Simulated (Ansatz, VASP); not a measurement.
**ZnSi2Pb2 in VASP and in Ansatz**

```
Zn Si Pb
1.0
    -1.75474    1.75474    9.44523
     1.75474   -1.75474    9.44523
     1.75474    1.75474   -9.44523
Zn Si Pb
1 2 2
Direct
  0.00000 0.00000 0.00000
  0.25000 0.75000 0.50000
  0.75000 0.25000 0.50000
  0.60437 0.60437 0.00000
  0.39563 0.39563 0.00000
```

Alike in both runs: functional PBE; k mesh 6 × 6 × 6; occupations gaussian, width 0.1 eV; no spin polarisation.

Ansatz relaxed the structure, and its values are those at the end. VASP's run is a single point on that final structure, the one shown.

```csv
,VASP,Ansatz
version,VASP 6.6.1,Ansatz 0.2.0
potentials or method,"VASP PAW PBE potentials, release 64 (Zn, Si, Pb_d), cutoff 520 eV","scalar-relativistic, plane waves, PAW"
valence electrons in the cell,48,48
```

```csv
,VASP,Ansatz,Ansatz less VASP
gap on the k mesh at the Fermi level (eV),none,none,-
pressure (GPa),0.0,0.0,+0.03
rms of the force components (eV/Å),0.015,0.013,-0.0011
```

A gap of «none» marks a metal or a gap that the smearing closes.

The k mesh is coarse, so the values compare programs but aren't converged. Spin-orbit coupling is off throughout.
